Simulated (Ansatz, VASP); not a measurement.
# One calculation of TiAl, two programs

```xyz
6
Lattice="0.0000 -3.1561 0.0000 0.0000 0.0000 -3.1561 9.4682 -0.5260 -1.3150" Properties=species:S:1:pos:R:3 pbc="T T T"
Ti    7.1012    0.0000    0.0000
Ti    0.7890    0.0000    0.0000
Ti    3.9451    0.0000    0.0000
Al    8.6792   -1.5780   -1.5780
Al    2.3671   -1.5780   -1.5780
Al    5.5231   -1.5780   -1.5780
```

Alike in both runs: task single point; functional PBEsol; k mesh 14 × 14 × 5; occupations gaussian, width 0.15 eV; no spin polarisation.

|  | VASP | Ansatz |
| --- | --- | --- |
| version | VASP 6.6.1 | Ansatz 0.2.0 |
| potentials or method | VASP PAW PBE potentials, release 64 (Ti_sv, Al), cutoff 520 eV | scalar-relativistic, plane waves, PAW |
| valence electrons in the cell | 45 | 45 |

Ansatz gave:

```
gap on the k mesh at the Fermi level (eV)                     : none
pressure (GPa)                                                : 10.2
traceless stress, the component that is largest in VASP (GPa) : 16.81
rms of the force components (eV/Å)                            : 3.491
```

**Question.** Which values does VASP return?

**Answer.** gap on the k mesh at the Fermi level (eV): none; pressure (GPa): 10.3; traceless stress, the component that is largest in VASP (GPa): 16.82; rms of the force components (eV/Å): 3.495.

VASP's potentials were made for PBE, not for PBEsol, and Ansatz warns of the same on its side. Atom by atom the forces differ by 0.005 eV/Å (rms over components). A gap of «none» marks a metal or a gap that the smearing closes.
